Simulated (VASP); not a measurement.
# CaSe (Fm-3m) in VASP: single point with PBE

Aim: the single point of CaSe with PBE.

All numbers are computed with VASP 6.6.1; they aren't measurements. Logs are shortened: lines on timing, memory, paths and dates and some standing lists are left out, and cuts for length are marked.

### Step 1. The cell of the first run

It takes space group Fm-3m (No. 225, cubic). The conventional cell has a = 5.959 Å, b = 5.959 Å, c = 5.959 Å, α = 90.00°, β = 90.00°, γ = 90.00°. Within 3.9 Å of Ca (site symmetry m-3m) lie 6 Se at 2.98 Å. Within 3.9 Å of Se (site symmetry m-3m) lie 6 Ca at 2.98 Å.

### Step 2. Single point, PBE, non-collinear spin, zero start, spin-orbit coupling

POSCAR reads:

```
CaSe
1.0
    0.0000000000      2.9793658640      2.9793658640
    2.9793658640      0.0000000000      2.9793658640
    2.9793658640      2.9793658640      0.0000000000
Ca Se
1 1
Direct
    0.0000000000      0.0000000000      0.0000000000
    0.5000000000      0.5000000000      0.5000000000
```

INCAR.step1 reads:

```
  PREC = Accurate
  ENCUT = 520
  EDIFF = 1E-6
  ISMEAR = 0
  SIGMA = 0.02
  LREAL = F
  LASPH = T
  NELM = 150
  ALGO = Normal
  ISIF = 2
  LWAVE = F
  LCHARG = T
  MAGMOM = 0 0 0 0 0 0
  LSORBIT = T
  GGA_COMPAT = F
  LORBMOM = T
  GGA = PE
  NBANDS = 28
```

KPOINTS.step1 reads:

```
Automatic mesh
0
Gamma
  8 8 8
```

INCAR.step2 reads:

```
  PREC = Accurate
  ENCUT = 520
  EDIFF = 1E-6
  ISMEAR = -5
  SIGMA = 0.02
  LREAL = F
  LASPH = T
  NELM = 150
  ALGO = Normal
  ISIF = 2
  LWAVE = F
  LCHARG = F
  MAGMOM = 0 0 0 0 0 0
  LORBIT = 11
  LSORBIT = T
  GGA_COMPAT = F
  LORBMOM = T
  GGA = PE
  NBANDS = 28
  NEDOS = 1001
  ICHARG = 11
```

KPOINTS.step2 reads:

```
Automatic mesh
0
Gamma
  12 12 12
```

Potentials or basis: VASP PAW PBE potentials, release 64 (Ca_sv, Se).

Started as:

```sh
$ cat potpaw_PBE.64/Ca_sv/POTCAR potpaw_PBE.64/Se/POTCAR > POTCAR
$ cp INCAR.step1 INCAR
$ cp KPOINTS.step1 KPOINTS
$ mpirun -np 1 vasp_ncl > vasp.out
$ cp INCAR.step2 INCAR
$ cp KPOINTS.step2 KPOINTS
$ mpirun -np 1 vasp_ncl > vasp.out
```

OUTCAR:

```text
PREC = Accurate
   ENCUT = 520
   EDIFF = 1E-6
   ISMEAR = -5
   LREAL = F
   LASPH = T
   NELM = 150
   ISIF = 2
   LORBIT = 11
   LSORBIT = T
   GGA = PE
   ICHARG = 11

 ion  position               nearest neighbor table
   1  0.000  0.000  0.000-   2 2.98   2 2.98   2 2.98   2 2.98   2 2.98   2 2.98
   2  0.500  0.500  0.500-   1 2.98   1 2.98   1 2.98   1 2.98   1 2.98   1 2.98

  LATTYP: Found a face centered cubic cell.
 ALAT       =     5.9587317280

  Lattice vectors:

 A1 = (   0.0000000000,   2.9793658640,   2.9793658640)
 A2 = (   2.9793658640,   0.0000000000,   2.9793658640)
 A3 = (   2.9793658640,   2.9793658640,   0.0000000000)

Analysis of symmetry for initial positions (statically):
=====================================================================
 Subroutine PRICEL returns:
 Original cell was already a primitive cell.

 Routine SETGRP: Setting up the symmetry group for a
 face centered cubic supercell.

 Subroutine GETGRP returns: Found 48 space group operations
 (whereof 48 operations were pure point group operations)
 out of a pool of 48 trial point group operations.

The static configuration has the point symmetry O_h .

Analysis of symmetry for dynamics (positions and initial velocities):
=====================================================================
 Subroutine PRICEL returns:
 Original cell was already a primitive cell.

 Routine SETGRP: Setting up the symmetry group for a
 face centered cubic supercell.

 Subroutine GETGRP returns: Found 48 space group operations
 (whereof 48 operations were pure point group operations)
 out of a pool of 48 trial point group operations.

The dynamic configuration has the point symmetry O_h .

Analysis of structural, dynamic, and magnetic symmetry:
=====================================================================
 Subroutine PRICEL returns:
 Original cell was already a primitive cell.

 Routine SETGRP: Setting up the symmetry group for a
 face centered cubic supercell.

 Subroutine GETGRP returns: Found 48 space group operations
 (whereof 48 operations were pure point group operations)
 out of a pool of 48 trial point group operations.

The overall configuration has the point symmetry O_h .

 Subroutine INISYM returns: Found 48 space group operations
 (whereof 48 operations are pure point group operations),
 and found     1 'primitive' translations

----------------------------------------------------------------------------------------

                                     Primitive cell

  volume of cell :      52.8934

  direct lattice vectors                    reciprocal lattice vectors
     0.000000000  2.979365864  2.979365864    -0.167820947  0.167820947  0.167820947
     2.979365864  0.000000000  2.979365864     0.167820947 -0.167820947  0.167820947
     2.979365864  2.979365864  0.000000000     0.167820947  0.167820947 -0.167820947

  length of vectors
     4.213459612  4.213459612  4.213459612     0.290674406  0.290674406  0.290674406

  position of ions in fractional coordinates (direct lattice)
     0.000000000  0.000000000  0.000000000
     0.500000000  0.500000000  0.500000000

  ion indices of the primitive-cell ions
   primitive index   ion index
                 1           1
                 2           2

----------------------------------------------------------------------------------------

 KPOINTS: Automatic mesh

Automatic generation of k-mesh.
 Grid dimensions read from file:
 generate k-points for:   12   12   12

 Generating k-lattice:

  Cartesian coordinates                     Fractional coordinates (reciprocal lattice)
    -0.013985079  0.013985079  0.013985079     0.083333333  0.000000000  0.000000000
     0.013985079 -0.013985079  0.013985079     0.000000000  0.083333333  0.000000000
     0.013985079  0.013985079 -0.013985079     0.000000000  0.000000000  0.083333333

  Length of vectors
     0.024222867  0.024222867  0.024222867

  Shift w.r.t. Gamma in fractional coordinates (k-lattice)
     0.000000000  0.000000000  0.000000000

 TETIRR: Found    247 inequivalent tetrahedra from    10368

 Subroutine IBZKPT returns following result:
 ===========================================

 Found     72 irreducible k-points:

 Following reciprocal coordinates:
            Coordinates               Weight
[... 45 lines left out ...]
   EDIFFG = 0.1E-04   stopping-criterion for IOM
   NSW    =      0    number of steps for IOM
   IBRION =     -1    ionic relax: 0-MD 1-quasi-New 2-CG
   NFREE  =      0    steps in history (QN), initial steepest desc. (CG)
   ISIF   =      2    stress and relaxation
   ISYM   =      2    0-nonsym 1-usesym 2-fastsym
   POTIM  = 0.5000    time-step for ionic-motion
   TEBEG  =    0.0;   TEEND  =   0.0 temperature during run
   PSTRESS=    0.0 pullay stress
   NELECT =      16.0000    total number of electrons
   NUPDOWN=      -1.0000    fix difference up-down
   EMIN   =  10.00;   EMAX   =-10.00  energy-range for DOS
   EFERMI =   0.00;   METHOD = LEGACY
   ISMEAR =    -5;   SIGMA  =   0.02  broadening in eV -4-tet -1-fermi 0-gaus
   EFERMI_NEDOS =   21; number of points for ismear=-14 and -15
   IALGO  =     38    algorithm
   IMIX   =      4    mixing-type and parameters
     AMIX     =   0.40;   BMIX     =  1.00
     AMIX_MAG =   1.60;   BMIX_MAG =  1.00
  volume/ion in A,a.u.               =      26.45       178.47
  Fermi-wavevector in a.u.,A,eV,Ry     =   1.098958  2.076729 16.431866  1.207708
  Thomas-Fermi vector in A             =   2.235344
   LORBIT       =     11    0 simple, 1 ext, 2 COOP (PROOUT), +10 PAW based schemes
   GGA     = PE    functional components
   LHFCALC =     F    Hartree Fock is set to
   AEXX    =    0.0000 exact exchange contribution
   IVDW    =     0    specifies the selected vdW correction
   LEPSILON=     F    determine dielectric tensor
   LRPA    =     F    only Hartree local field effects (RPA)
 Fermi weights with tetrahedron method with Bloechl corrections
  energy-cutoff  :      520.00
  volume of cell :       52.89
 maximum number of plane-waves:      2916

 number of electron      15.9999996 magnetization       0.0000000      0.0000000      0.0000000

 Free energy of the ion-electron system (eV)
  ---------------------------------------------------
  ext. energy  EPLUGINS =         0.00000000
  ---------------------------------------------------
  free energy    TOTEN  =        -9.50664463 eV

  energy without entropy =       -9.50664463  energy(sigma->0) =       -9.50664463

 E-fermi :   2.4499     XC(G=0):  -9.0630

 val. band max:        2.4287469929   @ k =   0.0000   0.0000   0.0000
 cond. band min:       4.3708355850   @ k =   0.5000   0.5000   0.0000
 fundamental gap:      1.9420885922
 Fermi energy:         2.4499120443

 k-point     1 :       0.0000    0.0000    0.0000
  band No.  band energies     occupation
      1     -37.5201      1.00000
      2     -37.5201      1.00000
      3     -18.7620      1.00000
      4     -18.7620      1.00000
      5     -18.3848      1.00000
      6     -18.3848      1.00000
[... 733 lines left out ...]
     27       9.2691      0.00000
     28       9.2692      0.00000

 [... further k-points ...]

------------------------ aborting loop because EDIFF is reached ----------------------------------------

  FORCE on cell =-STRESS in cart. coord.  units (eV):
  Direction    XX          YY          ZZ          XY          YZ          ZX
  --------------------------------------------------------------------------------------
  -------------------------------------------------------------------------------------
  Total        0.0494123      0.0494123      0.0494123     -0.0000000     -0.0000000      0.0000000
  in kB        1.4967332      1.4967332      1.4967332     -0.0000000     -0.0000000      0.0000000
  external PRESSURE =       1.4967332 kB  Pullay stress =       0.0000000 kB

 VOLUME and BASIS-vectors are now :
 -----------------------------------------------------------------------------
  energy-cutoff  :      520.00
  volume of cell :       52.89
      direct lattice vectors                 reciprocal lattice vectors
     0.000000000  2.979365864  2.979365864    -0.167820947  0.167820947  0.167820947
     2.979365864  0.000000000  2.979365864     0.167820947 -0.167820947  0.167820947
     2.979365864  2.979365864  0.000000000     0.167820947  0.167820947 -0.167820947

 POSITION                                       TOTAL-FORCE (eV/Angst)
 -----------------------------------------------------------------------------------
      0.00000      0.00000      0.00000         0.000000      0.000000      0.000000
      2.97937      2.97937      2.97937        -0.000000     -0.000000     -0.000000
 -----------------------------------------------------------------------------------
    total drift:                                0.000000     -0.000000     -0.000000

  FREE ENERGIE OF THE ION-ELECTRON SYSTEM (eV)
  ---------------------------------------------------
  free  energy   TOTEN  =        -9.5066446257 eV

  energy  without entropy=       -9.5066446257  energy(sigma->0) =       -9.50664463

 orbital moment (x)

 # of ion     p       d       tot
 ----------------------------------------
  1         0.000   0.000   0.000
  2         0.000   0.000   0.000
 ----------------------------------------
            0.000   0.000   0.000

 orbital moment (y)

 # of ion     p       d       tot
 ----------------------------------------
  1         0.000  -0.000  -0.000
  2         0.000  -0.000  -0.000
 ----------------------------------------
            0.000  -0.000  -0.000

 orbital moment (z)

 # of ion     p       d       tot
 ----------------------------------------
  1         0.000   0.000   0.000
  2         0.000   0.000   0.000
 ----------------------------------------
            0.000   0.000   0.000

 Spin-Orbit-Coupling matrix elements

 Ion:    1  E_soc:     -0.0060044
 l=   1
     0.0000000    -0.0009892    -0.0009892
    -0.0009892     0.0000000    -0.0009892
    -0.0009892    -0.0009892     0.0000000
 l=   2
     0.0000000     0.0000012     0.0000000     0.0000012    -0.0000127
     0.0000012     0.0000000    -0.0000095     0.0000012    -0.0000032
     0.0000000    -0.0000095     0.0000000    -0.0000095     0.0000000
     0.0000012     0.0000012    -0.0000095     0.0000000    -0.0000032
    -0.0000127    -0.0000032     0.0000000    -0.0000032     0.0000000
 l=   3
     0.0000000     0.0000000     0.0000000     0.0000000     0.0000000     0.0000000     0.0000000
     0.0000000     0.0000000     0.0000000     0.0000000     0.0000000     0.0000000     0.0000000
     0.0000000     0.0000000     0.0000000     0.0000000     0.0000000     0.0000000     0.0000000
     0.0000000     0.0000000     0.0000000     0.0000000     0.0000000     0.0000000     0.0000000
     0.0000000     0.0000000     0.0000000     0.0000000     0.0000000     0.0000000     0.0000000
     0.0000000     0.0000000     0.0000000     0.0000000     0.0000000     0.0000000     0.0000000
     0.0000000     0.0000000     0.0000000     0.0000000     0.0000000     0.0000000     0.0000000

 Ion:    2  E_soc:     -0.0356645
 l=   1
     0.0000000    -0.0059437    -0.0059437
    -0.0059437     0.0000000    -0.0059437
    -0.0059437    -0.0059437     0.0000000
 l=   2
     0.0000000    -0.0000004     0.0000000    -0.0000004     0.0000000
    -0.0000004     0.0000000     0.0000000    -0.0000004     0.0000000
     0.0000000     0.0000000     0.0000000     0.0000000     0.0000000
    -0.0000004    -0.0000004     0.0000000     0.0000000     0.0000000
     0.0000000     0.0000000     0.0000000     0.0000000     0.0000000
 l=   3
     0.0000000     0.0000000     0.0000000     0.0000000     0.0000000     0.0000000     0.0000000
     0.0000000     0.0000000     0.0000000     0.0000000     0.0000000     0.0000000     0.0000000
     0.0000000     0.0000000     0.0000000     0.0000000     0.0000000     0.0000000     0.0000000
     0.0000000     0.0000000     0.0000000     0.0000000     0.0000000     0.0000000     0.0000000
     0.0000000     0.0000000     0.0000000     0.0000000     0.0000000     0.0000000     0.0000000
     0.0000000     0.0000000     0.0000000     0.0000000     0.0000000     0.0000000     0.0000000
     0.0000000     0.0000000     0.0000000     0.0000000     0.0000000     0.0000000     0.0000000

 total charge

# of ion       s       p       d       tot
------------------------------------------
    1        2.032   5.851   0.232   8.114
    2        1.430   2.484   0.005   3.919
--------------------------------------------------
tot          3.462   8.335   0.237  12.033

 magnetization (x)

# of ion       s       p       d       tot
------------------------------------------
    1       -0.000   0.000  -0.000  -0.000
    2       -0.000   0.000  -0.000   0.000
--------------------------------------------------
tot         -0.000   0.000  -0.000  -0.000

 magnetization (y)

# of ion       s       p       d       tot
------------------------------------------
    1       -0.000  -0.000   0.000  -0.000
    2        0.000   0.000  -0.000   0.000
--------------------------------------------------
tot         -0.000  -0.000   0.000  -0.000

 magnetization (z)

# of ion       s       p       d       tot
------------------------------------------
    1       -0.000   0.000   0.000  -0.000
    2        0.000   0.000   0.000   0.000
--------------------------------------------------
tot         -0.000   0.000   0.000  -0.000
```

It took 4 min on 1 thread of Intel Xeon Platinum 8259CL at 2.50GHz (Skylake/Cascade Lake), shared host; peak memory 0.39 GiB.

What came out:

| Quantity | Value |
| --- | --- |
| Net moment | 0.00 μB per cell |
| Valence electrons inside the program's atomic spheres | Ca 8.11; Se 3.92 |

Moments on the atoms (μB; x, y, z):
```
Ca  0.00 0.00 0.00
Se  0.00 0.00 0.00
```
